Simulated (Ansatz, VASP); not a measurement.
# GaN: VASP beside Ansatz

```
Ga N
1.0
     0.00000    2.13524    2.13524
     2.13524    0.00000    2.13524
     2.13524    2.13524    0.00000
Ga N
1 1
Direct
  0.00000 0.00000 0.00000
  0.50000 0.50000 0.50000
```

Alike in both runs: functional r2SCAN; dispersion rVV10; k mesh 11 × 11 × 11; non-collinear spin, spin-orbit coupling.

|  | VASP | Ansatz |
| --- | --- | --- |
| version | VASP 6.6.1 | Ansatz 0.2.0 |
| potentials or method | VASP PAW PBE potentials, release 64 (Ga_d, N) | Ansatz PAW |
| plane-wave cutoff (eV) | 520 | 500 |
| occupations | gaussian, width 0.01 eV | fixed |
| valence electrons in the cell | 18 | 18 |
| task | single point | density of states |

Ansatz gave:

* pressure (GPa): -9.9

Problem. Which values does VASP return?

Solution. Pressure (GPa): -9.0.

VASP's potentials were made for PBE, not for r2SCAN.

Noted on Ansatz's run: odd divisions of the mesh miss points on the zone boundary, where band edges often lie, so the gap on the mesh can be too wide.
